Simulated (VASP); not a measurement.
Wanted: the native input for a VASP 6.6.1 run.

- Task: single point
- Functional: PBE
- Dispersion: D3(BJ)
- Potentials or basis: VASP PAW PBE potentials, release 64 (Mo_sv, S)
- Cutoff: 520 eV
- k mesh: 12 × 12 × 4
- Occupations: gaussian, width 0.05 eV
- Spin: no spin polarisation
- Dipole correction: no
- Further INCAR settings: ALGO = Normal; EDIFF = 1e-06; NBANDS = 35

The structure of MoS2 lies in POSCAR:

```
MoS2
1.0
    3.2090874452     -0.0077829694      0.0257609994
   -1.6112839718      2.7340888501     -0.0092690767
    0.0988997071      0.0160095834     12.0868270011
Mo S
2 4
Direct
    0.3824599789      0.7187723677      0.2537838581
    0.6410155849      0.3347669884      0.7345369309
    0.2226525625      0.4507305991      0.6304854481
    0.6919056886      0.4171525443      0.1479437413
    0.3555687231      0.6927333674      0.8550077277
    0.7063974620      0.3858441331      0.3782422940
```

This cell differs from its parent crystal: atoms moved at random and the cell strained at random.

One way to write it, as run:

INCAR

```
SYSTEM = MoS2
  ALGO = Normal
  EDIFF = 1E-6
  ENCUT = 520
  GGA = PE
  ISIF = 2
  ISMEAR = 0
  IVDW = 12
  LASPH = .TRUE.
  LCHARG = .FALSE.
  LREAL = .FALSE.
  LWAVE = .FALSE.
  NBANDS = 35
  NELM = 100
  PREC = Accurate
  SIGMA = 0.05
```

KPOINTS

```
k-points
0
G
  12 12 4
  0 0 0
```

Potentials or basis: VASP PAW PBE potentials, release 64 (Mo_sv, S).

Launch:

```sh
$ cat potpaw_PBE.64/Mo_sv/POTCAR potpaw_PBE.64/S/POTCAR > POTCAR
$ mpirun -np 1 vasp_std > vasp.out
```

Results of the run:

The pressure is 26.6 GPa, the largest force is 10.019 eV/Å and the band gap on the k mesh is zero (bands 26 and 27 overlap by 0.29 eV). The dispersion energy per atom is -0.430 eV.

Caveat: the cell differs from its parent crystal (atoms moved at random and the cell strained at random); the stress differs along the axes, from 10 to 39 GPa; forces of over 1 eV/Å act on the atoms, so gaps and moduli don't describe the material at rest.

Run time: 9.8 min on 1 thread of Intel(R) Xeon(R) Platinum 8488C (Sapphire Rapids), on a shared host, peak memory 0.85 GiB.
